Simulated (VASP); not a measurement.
# WS2 in VASP: further runs

WS2 is run at these levels: r2SCAN+U, RPBE+D3(BJ); tasks: single point.

All numbers are computed with VASP 6.6.1; they aren't measurements. Logs are shortened: lines on timing, memory, paths and dates and some standing lists are left out, and cuts for length are marked.

**1. The cell of the first run**

The cell holds a slab with vacuum, 9 atoms: a = 3.183 Å, b = 3.183 Å, c = 28.532 Å, α = 90.00°, β = 90.00°, γ = 120.00°.

**2. Single point, r2SCAN+U**

The input, POSCAR:

```
WS2
1.0
    3.1829541699      0.0000000000      0.0000000000
   -1.5914770850      2.7565191702      0.0000000000
    0.0000000000      0.0000000000     28.5322178600
W S
3 6
Direct
    0.6666666667      0.3333333333      0.4343616800
    0.6666666667      0.3333333333      0.8855337800
    0.0000000000      0.0000000000      0.6592864300
    0.6666666667      0.3333333333      0.6046252100
    0.0000000000      0.0000000000      0.3797102500
    0.0000000000      0.0000000000      0.8308482800
    0.6666666667      0.3333333333      0.7139522100
    0.0000000000      0.0000000000      0.4890304200
    0.0000000000      0.0000000000      0.9401857300
```

The input, INCAR.step1:

```
SYSTEM = WS2
  PREC = Accurate
  ENCUT = 520
  ISMEAR = -1
  SIGMA = 0.05
  LREAL = .FALSE.
  LASPH = .TRUE.
  NELM = 150
  LMAXMIX = 4
  LDAU = .TRUE.
  LDAUTYPE = 2
  LDAUL = 2 -1
  LDAUU = 8 0
  LDAUJ = 0 0
  NBANDS = 49
  GGA = PE
  ALGO = Normal
  EDIFF = 1E-4
  LWAVE = .TRUE.
  LCHARG = .FALSE.
```

The input, INCAR.step2:

```
SYSTEM = WS2
  PREC = Accurate
  ENCUT = 520
  EDIFF = 1E-6
  ISMEAR = -1
  SIGMA = 0.05
  LREAL = .FALSE.
  LASPH = .TRUE.
  NELM = 150
  ALGO = Normal
  ISIF = 2
  LWAVE = .FALSE.
  LCHARG = .FALSE.
  LMAXMIX = 4
  LDAU = .TRUE.
  LDAUTYPE = 2
  LDAUL = 2 -1
  LDAUU = 8 0
  LDAUJ = 0 0
  LDAUPRINT = 1
  METAGGA = R2SCAN
  LMIXTAU = .TRUE.
  NBANDS = 49
  ISTART = 1
```

The input, KPOINTS:

```
Automatic mesh
0
G
  7 7 1
  0 0 0
```

Potentials or basis: VASP PAW PBE potentials, release 64 (W_sv, S).

Command:

```sh
> cat potpaw_PBE.64/W_sv/POTCAR potpaw_PBE.64/S/POTCAR > POTCAR
> cp INCAR.step1 INCAR
> mpirun -np 1 vasp_std > vasp.out
> cp INCAR.step2 INCAR
> mpirun -np 1 vasp_std > vasp.out
```

OUTCAR:

```text
SYSTEM = WS2
   PREC = Accurate
   ENCUT = 520
   EDIFF = 1E-6
   ISMEAR = -1
   LREAL = .FALSE.
   LASPH = .TRUE.
   NELM = 150
   ISIF = 2
   METAGGA = R2SCAN
   ISTART = 1

 ion  position               nearest neighbor table
   1  0.667  0.333  0.434-   5 2.41   5 2.41   5 2.41   8 2.41   8 2.41   8 2.41
   2  0.667  0.333  0.886-   9 2.41   9 2.41   9 2.41   6 2.41   6 2.41   6 2.41
   3  0.000  0.000  0.659-   4 2.41   4 2.41   4 2.41   7 2.41   7 2.41   7 2.41
   4  0.667  0.333  0.605-   3 2.41   3 2.41   3 2.41
   5  0.000  0.000  0.380-   1 2.41   1 2.41   1 2.41
   6  0.000  0.000  0.831-   2 2.41   2 2.41   2 2.41
   7  0.667  0.333  0.714-   3 2.41   3 2.41   3 2.41
   8  0.000  0.000  0.489-   1 2.41   1 2.41   1 2.41
   9  0.000  0.000  0.940-   2 2.41   2 2.41   2 2.41

  LATTYP: Found a hexagonal cell.
 ALAT       =     3.1829541699
 C/A-ratio  =     8.9640680754

  Lattice vectors:

 A1 = (   3.1829541699,   0.0000000000,   0.0000000000)
 A2 = (  -1.5914770850,   2.7565191702,   0.0000000000)
 A3 = (   0.0000000000,   0.0000000000,  28.5322178600)

Analysis of symmetry for initial positions (statically):
=====================================================================
 Subroutine PRICEL returns:
 Original cell was already a primitive cell.

 Routine SETGRP: Setting up the symmetry group for a
 hexagonal supercell.

 Subroutine GETGRP returns: Found  6 space group operations
 (whereof  6 operations were pure point group operations)
 out of a pool of 24 trial point group operations.

The static configuration has the point symmetry C_3v.

Analysis of symmetry for dynamics (positions and initial velocities):
=====================================================================
 Subroutine PRICEL returns:
 Original cell was already a primitive cell.

[... 141 lines left out ...]
  volume of cell :      250.34
 maximum number of plane-waves:      6780
 NGX is ok and might be reduce to    24
   NGX = 11   NGY = 11   NGZ =107

atom =   1  type =  1  l = 2

 onsite density matrix

spin component  1
[... 83 lines left out ...]
  o =  0.2945  v = -0.0002 -0.8024  0.0000 -0.5968 -0.0003  0.0000  0.0000  0.0000  0.0000  0.0000      0.0000  0.0000  0.0000  0.0000  0.0000  0.0000  0.0000  0.0000  0.0000  0.0000
  o =  0.2945  v =  0.0000  0.0000  0.0000  0.0000  0.0000 -0.0002 -0.8024  0.0000 -0.5968 -0.0003      0.0000  0.0000  0.0000  0.0000  0.0000  0.0000  0.0000  0.0000  0.0000  0.0000
  o =  0.2945  v =  0.0000  0.0000  0.0000  0.0000  0.0000 -0.0003  0.5968  0.0000 -0.8024  0.0002      0.0000  0.0000  0.0000  0.0000  0.0000  0.0000  0.0000  0.0000  0.0000  0.0000
  o =  0.2945  v = -0.0003  0.5968  0.0000 -0.8024  0.0002  0.0000  0.0000  0.0000  0.0000  0.0000      0.0000  0.0000  0.0000  0.0000  0.0000  0.0000  0.0000  0.0000  0.0000  0.0000
  o =  0.3086  v = -0.4767 -0.0003  0.0000  0.0002  0.8791  0.0000  0.0000  0.0000  0.0000  0.0000      0.0000  0.0000  0.0000  0.0000  0.0000  0.0000  0.0000  0.0000  0.0000  0.0000
  o =  0.3086  v =  0.0000  0.0000  0.0000  0.0000  0.0000 -0.4767 -0.0003  0.0000  0.0002  0.8791      0.0000  0.0000  0.0000  0.0000  0.0000  0.0000  0.0000  0.0000  0.0000  0.0000
  o =  0.3086  v =  0.8791 -0.0002 -0.0000 -0.0003  0.4767  0.0000  0.0000  0.0000  0.0000  0.0000      0.0000  0.0000  0.0000  0.0000  0.0000  0.0000  0.0000  0.0000  0.0000  0.0000
  o =  0.3086  v =  0.0000  0.0000  0.0000  0.0000  0.0000  0.8791 -0.0002 -0.0000 -0.0003  0.4767      0.0000  0.0000  0.0000  0.0000  0.0000  0.0000  0.0000  0.0000  0.0000  0.0000
  o =  0.3710  v =  0.0000  0.0000  1.0000 -0.0000 -0.0000  0.0000  0.0000  0.0000  0.0000  0.0000      0.0000  0.0000  0.0000  0.0000  0.0000  0.0000  0.0000  0.0000  0.0000  0.0000
  o =  0.3710  v =  0.0000  0.0000  0.0000  0.0000  0.0000  0.0000  0.0000  1.0000 -0.0000 -0.0000      0.0000  0.0000  0.0000  0.0000  0.0000  0.0000  0.0000  0.0000  0.0000  0.0000

 number of electron      78.0000002 magnetization

 Free energy of the ion-electron system (eV)
  ---------------------------------------------------
  ext. energy  EPLUGINS =         0.00000000
  ---------------------------------------------------
  free energy    TOTEN  =      -183.79442582 eV

  energy without entropy =     -183.79442581  energy(sigma->0) =     -183.79442581

 E-fermi :   3.4997     XC(G=0):  -7.8182

 val. band max:        2.7064905960   @ k =   0.0000   0.0000   0.0000
 cond. band min:       4.4186008018   @ k =   0.1429   0.1429   0.0000
 fundamental gap:      1.7121102058
 Fermi energy:         3.4997440448

 k-point     1 :       0.0000    0.0000    0.0000
  band No.  band energies     occupation
      1     -74.9827      2.00000
      2     -74.9819      2.00000
      3     -74.9816      2.00000
      4     -38.4287      2.00000
      5     -38.4270      2.00000
      6     -38.4268      2.00000
[... 405 lines left out ...]
     48       6.5775      0.00000
     49       8.0999      0.00000

------------------------ aborting loop because EDIFF is reached ----------------------------------------

  FORCE on cell =-STRESS in cart. coord.  units (eV):
  Direction    XX          YY          ZZ          XY          YZ          ZX
  --------------------------------------------------------------------------------------
  -------------------------------------------------------------------------------------
  Total        7.3912283      7.3912283      7.8845532     -0.0000000     -0.0000000      0.0000000
  in kB       47.3042614     47.3042614     50.4615674     -0.0000000     -0.0000000      0.0000000
  external PRESSURE =      48.3566968 kB  Pullay stress =       0.0000000 kB

 VOLUME and BASIS-vectors are now :
 -----------------------------------------------------------------------------
  energy-cutoff  :      520.00
  volume of cell :      250.34
      direct lattice vectors                 reciprocal lattice vectors
     3.182954170  0.000000000  0.000000000     0.314173547  0.181388182  0.000000000
    -1.591477085  2.756519170  0.000000000     0.000000000  0.362776363  0.000000000
     0.000000000  0.000000000 28.532217860     0.000000000  0.000000000  0.035048099

 POSITION                                       TOTAL-FORCE (eV/Angst)
 -----------------------------------------------------------------------------------
      1.59148      0.91884     12.39330        -0.000000     -0.000000     -0.005582
      1.59148      0.91884     25.26624        -0.000000     -0.000000     -0.004444
      0.00000      0.00000     18.81090        -0.000000      0.000000      0.004205
      1.59148      0.91884     17.25130         0.000000      0.000000     -0.814736
      0.00000      0.00000     10.83398        -0.000000      0.000000     -0.832233
      0.00000      0.00000     23.70594        -0.000000      0.000000     -0.807750
      1.59148      0.91884     20.37064        -0.000000      0.000000      0.819285
      0.00000      0.00000     13.95312         0.000000     -0.000000      0.810502
      0.00000      0.00000     26.82558        -0.000000      0.000000      0.830752
 -----------------------------------------------------------------------------------
    total drift:                               -0.000001      0.000000      0.000780

  FREE ENERGIE OF THE ION-ELECTRON SYSTEM (eV)
  ---------------------------------------------------
  free  energy   TOTEN  =      -183.7944258154 eV

  energy  without entropy=     -183.7944258057  energy(sigma->0) =     -183.79442581
```

OSZICAR.step1:

```text
N       E                     dE             d eps       ncg     rms          rms(c)
DAV:   1     0.807568524496E+03    0.80757E+03   -0.42034E+04   912   0.148E+03
DAV:   2     0.748718260754E+01   -0.80008E+03   -0.77336E+03   933   0.393E+02
DAV:   3    -0.486335779960E+02   -0.56121E+02   -0.55406E+02   975   0.995E+01
DAV:   4    -0.506507094122E+02   -0.20171E+01   -0.20091E+01  1056   0.191E+01
DAV:   5    -0.507078248162E+02   -0.57115E-01   -0.57059E-01  1080   0.326E+00    0.445E+01
DAV:   6    -0.448985065218E+02    0.58093E+01   -0.23902E+01   968   0.256E+01    0.203E+01
DAV:   7    -0.445162643234E+02    0.38224E+00   -0.29926E+00   949   0.701E+00    0.617E+00
DAV:   8    -0.444681669478E+02    0.48097E-01   -0.37581E-01   973   0.288E+00    0.223E+00
DAV:   9    -0.444664040473E+02    0.17629E-02   -0.31428E-02  1040   0.796E-01    0.119E+00
DAV:  10    -0.444655952341E+02    0.80881E-03   -0.15447E-02  1008   0.677E-01    0.200E-01
DAV:  11    -0.444659028846E+02   -0.30765E-03   -0.13918E-03   976   0.191E-01    0.896E-02
DAV:  12    -0.444660944658E+02   -0.19158E-03   -0.35943E-04   776   0.803E-02    0.442E-02
DAV:  13    -0.444662359143E+02   -0.14145E-03   -0.19455E-04   672   0.598E-02    0.262E-02
DAV:  14    -0.444663175386E+02   -0.81624E-04   -0.14086E-04   616   0.487E-02
   1 F= -.44466318E+02 E0= -.44466318E+02  d E =-.364153E-07
```

Wall time 4.9 min (1 thread of Intel Xeon 6975P-C (Granite Rapids), shared host); peak memory 0.42 GiB.

What came out:

```yaml
Free_energy: -183.7944 eV
Largest_force: 0.832 eV/Å
Band_gap_on_the_k_mesh: 1.71 eV (least direct gap 2.33 eV)
```

Forces on the atoms (eV/Å):
```
W    0.000  0.000 -0.006
W    0.000  0.000 -0.004
W    0.000  0.000  0.004
S    0.000  0.000 -0.815
S    0.000  0.000 -0.832
S    0.000  0.000 -0.808
S    0.000  0.000  0.819
S    0.000  0.000  0.811
S    0.000  0.000  0.831
```

Eigenvalues of the final occupation matrices:
```
    site  spin  trace               eigenvalues
site 1 d     1   1.58  0.29 0.29 0.31 0.31 0.37
site 1 d     2   1.58  0.29 0.29 0.31 0.31 0.37
site 2 d     1   1.58  0.29 0.29 0.31 0.31 0.37
site 2 d     2   1.58  0.29 0.29 0.31 0.31 0.37
site 3 d     1   1.58  0.29 0.29 0.31 0.31 0.37
site 3 d     2   1.58  0.29 0.29 0.31 0.31 0.37
```

Caveat: there is no dipole correction, which matters where the two faces differ; the PAW data sets were made with another functional, which shifts forces and pressure a little; spin-orbit coupling is left out, which moves the levels of the heavy elements.

(Continued in part 2 of 2.)
